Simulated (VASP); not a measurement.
**C: single point with PBE+D3(BJ)**

The system is C, a slab with vacuum.

```
C
1.0
     2.45617    0.00000    0.00000
    -1.22809    2.12711    0.00000
     0.00000    0.00000    8.52380
C
2
Direct
  0.40385 0.80770 0.00000
  0.66667 0.33333 0.00000
```

This cell differs from its parent crystal: atom 1 (C) moved by (+0.000, +0.300) A along x and y.

```yaml
Program: VASP 6.6.1
Task: single point
Functional: PBE
Dispersion: D3(BJ)
Potentials_or_basis: VASP PAW PBE potentials, release 64 (C)
Cutoff: 520 eV
k_mesh: 30 × 30 × 8
Occupations: gaussian, width 0.15 eV
Spin: no spin polarisation
Dipole_correction: no
Further_INCAR_settings: ALGO = Normal; EDIFF = 1e-07; NBANDS = 11
```

The largest force is 26.585 eV/Å. The band gap on the k mesh is zero (bands 4 and 5 overlap by 1.69 eV) and the dispersion energy per atom is -0.091 eV.

Forces on the atoms (eV/Å):
```
C     0.000 -26.585   0.000
C     0.000  26.585   0.000
```

Levels at points of the mesh, in eV from the Fermi level:
| k point | band 1 | band 2 | band 3 | band 4 | band 5 | band 6 | band 7 | band 8 |
| --- | --- | --- | --- | --- | --- | --- | --- | --- |
| (0.00, 0.00, 0.00) | -20.38 | -8.63 | -7.25 | 1.19 | 2.11 | 2.20 | 4.40 | 6.23 |
| (0.50, 0.00, 0.00) | -16.25 | -12.80 | -7.00 | -4.49 | 3.08 | 3.93 | 10.10 | 10.41 |
| (0.00, 0.50, 0.00) | -16.52 | -13.54 | -5.94 | -2.44 | -0.50 | 7.72 | 9.73 | 10.34 |
| (0.00, 0.00, 0.50) | -20.38 | -8.63 | -7.25 | 1.19 | 2.11 | 2.90 | 2.97 | 8.03 |
| (0.50, 0.00, 0.50) | -16.25 | -12.80 | -7.00 | -4.49 | 3.07 | 3.93 | 10.62 | 10.98 |
| (0.00, 0.50, 0.50) | -16.52 | -13.54 | -5.94 | -2.44 | -0.50 | 7.72 | 10.04 | 10.85 |

Wall time 13 min on 1 thread of Intel Xeon 8259CL, with other jobs on the host, peak memory 0.51 GiB.

Caveat: the cell differs from its parent crystal (atom 1 (C) moved by (+0.000, +0.300) A along x and y); there is no dipole correction, which matters where the two faces differ.
